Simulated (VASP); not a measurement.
GdO: single point with r2SCAN

Crystal: GdO.

```
CELL_PARAMETERS angstrom
0.00000 2.73553 2.73553
2.73553 0.00000 2.73553
2.73553 2.73553 0.00000
ATOMIC_POSITIONS crystal
Gd 0.00000 0.00000 0.00000
O 0.75000 0.75000 0.75000
```

| Item | Value |
| --- | --- |
| Program | VASP 6.6.1 |
| Task | single point |
| Functional | r2SCAN |
| Potentials or basis | VASP PAW PBE potentials, release 64 (Gd, O) |
| Cutoff | 520 eV |
| k mesh | 9 × 9 × 9 |
| Occupations | fermi-dirac, width 0.05 eV |
| Spin | collinear spin, ferromagnetic start |
| Starting moments | [7.0, 0.0] μB |

```
Pressure                                              : -6.0 GPa
Net moment                                            : 7.93 μB per cell
Site moments                                          : Gd +6.98; O +0.03 μB
Valence electrons inside the program's atomic spheres : Gd 15.14; O 5.02
```

Levels at points of the mesh, in eV from the Fermi level:
Spin up:
```tsv
k point	band 14	band 15	band 16	band 17	band 18	band 19
(0.00, 0.00, 0.00)	-5.38	-5.38	-2.40	2.73	2.73	4.46
```
Spin down:
| k point | band 6 | band 7 | band 8 | band 9 | band 10 | band 11 |
| --- | --- | --- | --- | --- | --- | --- |
| (0.00, 0.00, 0.00) | -5.46 | -5.46 | -5.46 | -0.83 | 1.11 | 1.11 |

Wall time 3.7 min on 1 thread of Intel(R) Xeon(R) 6975P-C (Granite Rapids), with other jobs on the host, peak memory 0.24 GiB.

Caveat: the cell stands under tension; the PAW data sets were made with another functional, which shifts forces and pressure a little; spin-orbit coupling is left out, which moves the levels of the heavy elements; a cell with one magnetic atom can't hold antiferromagnetic order, which such compounds often take; semilocal functionals describe open f shells poorly, which spoils levels, moments and volumes. With open d or f shells a metallic result of r2SCAN can be an artefact of self-interaction; +U or a hybrid may open a gap.
